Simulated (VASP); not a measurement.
# AlVC6N6: single point with PBE

The system is AlVC6N6.

```
Al V C N
1.0
     0.00000    5.04950    5.04950
     5.04950    0.00000    5.04950
     5.04950    5.04950    0.00000
Al V C N
1 1 6 6
Cartesian
  5.0495 5.0495 5.0495
  0.0000 0.0000 0.0000
  1.9170 5.0495 5.0495
  5.0495 1.9170 5.0495
  5.0495 5.0495 1.9170
  8.1820 5.0495 5.0495
  5.0495 8.1820 5.0495
  5.0495 5.0495 8.1820
  3.0870 5.0495 5.0495
  5.0495 3.0870 5.0495
  5.0495 5.0495 3.0870
  7.0120 5.0495 5.0495
  5.0495 7.0120 5.0495
  5.0495 5.0495 7.0120
```

```yaml
Program: VASP 6.6.1
Task: single point
Functional: PBE
Potentials_or_basis: VASP PAW PBE potentials, release 64 (Al, V_sv, C, N)
Cutoff: 520 eV
k_mesh: 4 × 4 × 4
Occupations: gaussian, width 0.1 eV
Spin: collinear spin, ferromagnetic start
Starting_moments: "[0.0, 2.0, 0.0, 0.0, 0.0, 0.0, 0.0, 0.0, 0.0, 0.0, 0.0, 0.0, 0.0, 0.0] μB"
Dipole_correction: no
Further_INCAR_settings: ALGO = Normal; EDIFF = 1e-07; NBANDS = 52
```

The pressure is 7.4 GPa and the largest force is 2.249 eV/Å. The band gap on the k mesh is zero (filled and empty bands overlap) and the net moment is 2.00 μB per cell. The site moments are Al -0.00; V +1.30; C -0.03; N +0.07 μB and the valence electrons inside the program's atomic spheres are Al 0.67; V 12.12; C 2.62; N 3.92.

Forces on the atoms (eV/Å):
```
Al   0.000  0.000  0.000
V    0.000  0.000  0.000
C    2.249  0.000  0.000
C    0.000  2.249  0.000
C    0.000  0.000  2.249
C   -2.249  0.000  0.000
C    0.000 -2.249  0.000
C    0.000  0.000 -2.249
N    0.436  0.000  0.000
N    0.000  0.436  0.000
N    0.000  0.000  0.436
N   -0.436  0.000  0.000
N    0.000 -0.436  0.000
N    0.000  0.000 -0.436
```

Levels at points of the mesh, in eV from the Fermi level:
Spin up:
```tsv
k point	band 33	band 34	band 35	band 36	band 37	band 38	band 39	band 40	band 41	band 42
(0.00, 0.00, 0.00)	-2.57	-2.57	-0.49	-0.49	-0.49	4.69	4.69	4.69	4.76	4.76
(0.50, 0.00, 0.00)	-2.29	-2.29	-0.11	-0.04	-0.04	3.97	4.23	4.23	5.18	5.37
(0.50, 0.50, 0.00)	-2.51	-2.24	-0.48	0.22	0.22	4.46	4.76	4.93	4.93	5.00
```
Spin down:
| k point | band 32 | band 33 | band 34 | band 35 | band 36 | band 37 |
| --- | --- | --- | --- | --- | --- | --- |
| (0.00, 0.00, 0.00) | -2.47 | -2.47 | -2.47 | 0.43 | 0.43 | 0.43 |
| (0.50, 0.00, 0.00) | -2.79 | -2.19 | -2.19 | 0.85 | 0.95 | 0.95 |
| (0.50, 0.50, 0.00) | -2.41 | -2.41 | -2.15 | 0.44 | 1.25 | 1.25 |

Run time: 5.1 min on 1 thread of Intel(R) Xeon(R) Platinum 8375C CPU @ 2.90GHz (Ice Lake) (shared host), peak memory 0.6 GiB.

Caveat: forces of over 1 eV/Å act on the atoms, so gaps and moduli don't describe the material at rest. With open d or f shells a metallic result of PBE can be an artefact of self-interaction; +U or a hybrid may open a gap.
